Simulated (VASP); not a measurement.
Write the native input for VASP 6.6.1 that does the following.

```
Task                   : single point
Functional             : PBEsol
Potentials or basis    : VASP PAW PBE potentials, release 64 (B)
Cutoff                 : 500 eV
k mesh                 : 20 × 20 × 20, shifted
Occupations            : fermi-dirac, width 0.05 eV
Spin                   : no spin polarisation
Dipole correction      : no
Further INCAR settings : ALGO = Normal; EDIFF = 1e-06; NBANDS = 8
```

The structure of B lies in POSCAR:

```
B
1.0
    1.7287861758      0.0000000000      0.0000000000
    0.0000000000      1.7287861758      0.0000000000
    0.0000000000      0.0000000000      1.7287861758
B
1
Direct
    0.0000000000      0.0000000000      0.0000000000
```

These files were run (other wordings do the same):

INCAR

```
  PREC = Accurate
  ENCUT = 500
  EDIFF = 1E-6
  ISMEAR = -1
  SIGMA = 0.05
  LREAL = False
  LASPH = True
  NELM = 120
  ALGO = Normal
  ISIF = 2
  LWAVE = False
  LCHARG = False
  GGA = PS
  NBANDS = 8
  GGA_COMPAT = False
```

KPOINTS

```
Automatic mesh
0
Gamma
  20 20 20
  0.5 0.5 0.5
```

Potentials or basis: VASP PAW PBE potentials, release 64 (B).

Command:

```bash
$ cat potpaw_PBE.64/B/POTCAR > POTCAR
$ mpirun -np 1 vasp_std > vasp.out
```

It gave:

- Pressure: 93.0 GPa

Caveat: the PAW data sets were made with another functional, which shifts forces and pressure a little.

It took 5.6 s on 1 thread of Intel Xeon 6975P-C (shared host), peak memory 0.11 GiB.
